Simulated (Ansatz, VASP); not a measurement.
## Ti: VASP beside Ansatz

```
CELL_PARAMETERS angstrom
-1.44129 1.64719 1.64719
1.64719 -1.44129 1.64719
1.64719 1.64719 -1.44129
ATOMIC_POSITIONS crystal
Ti 0.00000 0.00000 0.00000
```

Alike in both runs: task single point; functional PBEsol; k mesh 22 × 22 × 22; occupations gaussian, width 0.15 eV; no spin polarisation.

|  | VASP | Ansatz |
| --- | --- | --- |
| version | VASP 6.6.1 | Ansatz 0.2.0 |
| potentials or method | VASP PAW PBE potentials, release 64 (Ti_sv), cutoff 520 eV | scalar-relativistic, plane waves, PAW |
| valence electrons in the cell | 12 | 12 |

Ansatz gave:

- gap on the k mesh at the Fermi level (eV): none
- pressure (GPa): -6.1
- traceless stress, the component that is largest in VASP (GPa): -5.15

Question: Estimate VASP's values.

Answer: gap on the k mesh at the Fermi level (eV): none; pressure (GPa): -6.3; traceless stress, the component that is largest in VASP (GPa): -5.11.

VASP's potentials were made for PBE, not for PBEsol. A gap of «none» marks a metal or a gap that the smearing closes. With one functional, cell and mesh, what is left measures potentials, basis and numerics.
